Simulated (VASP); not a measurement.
PbO, 2 atoms in the cell. It takes space group F-43m (No. 216, cubic). Conventional cell: a = 5.663 Å, b = 5.663 Å, c = 5.663 Å, α = 90.00°, β = 90.00°, γ = 90.00°. Pb (site symmetry -43m) has 4 O at 2.45 Å within 3.2 Å. O (site symmetry -43m) has 4 Pb at 2.45 Å within 3.2 Å. 

```yaml
Program: VASP 6.6.1
Task: relaxation of cell and atoms
Functional: LDA
Potentials_or_basis: VASP PAW LDA potentials, release 64 (Pb_d, O)
Cutoff: 600 eV
k_mesh: 8 × 8 × 8
Occupations: fermi-dirac, width 0.02 eV
Spin: no spin polarisation
Dipole_correction: no
Further_INCAR_settings: ALGO = Normal; EDIFF = 1e-07; IBRION = 2; EDIFFG = -0.005; NSW = 80; ISIF = 3
```

Potentials or basis: VASP PAW LDA potentials, release 64 (Pb_d, O).

Launch:

```console
$ cat potpaw_LDA.64/Pb_d/POTCAR potpaw_LDA.64/O/POTCAR > POTCAR
$ mpirun -np 1 vasp_std > vasp.out
```

Hardware: 1 thread of AMD EPYC 7R13, on a shared host.

Q: Estimate the wall time of this run.

A: Wall time 100 s on 1 thread of AMD EPYC 7R13, on a shared host, peak memory 0.15 GiB. Counts: scf iterations 35, k points 29, ion steps 3.
